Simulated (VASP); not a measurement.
Write the native input for VASP 6.6.1 that does the following.

| Item | Value |
| --- | --- |
| Task | single point |
| Functional | PBE |
| Potentials or basis | VASP PAW PBE potentials, release 64 (Rh_pv) |
| Cutoff | 520 eV |
| k mesh | 22 × 22 × 22 |
| Occupations | gaussian, width 0.15 eV |
| Spin | no spin polarisation |
| Dipole correction | no |
| Further INCAR settings | ALGO = Fast; EDIFF = 1e-07; NBANDS = 14 |

The structure of Rh lies in POSCAR:

```
Rh
1.0
    0.0000000000      1.7924581564      1.7924581564
    1.7924581564      0.0000000000      1.7924581564
    1.7924581564      1.7924581564      0.0000000000
Rh
1
Direct
    0.0000000000      0.0000000000      0.0000000000
```

One way to write it, as run:

INCAR

```
SYSTEM = Rh
  PREC = Accurate
  ENCUT = 520
  EDIFF = 1E-7
  ISMEAR = 0
  SIGMA = 0.15
  LREAL = .FALSE.
  LASPH = .TRUE.
  NELM = 100
  ALGO = Fast
  ISIF = 2
  LWAVE = .FALSE.
  LCHARG = .FALSE.
  GGA = PE
  NBANDS = 14
```

KPOINTS

```
regular mesh
0
G
  22 22 22
  0 0 0
```

Potentials or basis: VASP PAW PBE potentials, release 64 (Rh_pv).

The run is started by

```bash
$ cat potpaw_PBE.64/Rh_pv/POTCAR > POTCAR
$ mpirun -np 1 vasp_std > vasp.out
```

It gave:

- Pressure: 84.9 GPa
- Band gap on the k mesh: zero (an odd number of electrons rules out a gap without spin polarisation)

Caveat: the cell stands under pressure.

Wall time 29 s on 1 thread of AMD EPYC 9R45 96-Core Processor (Zen 5), with other jobs on the host, peak memory 0.13 GiB.
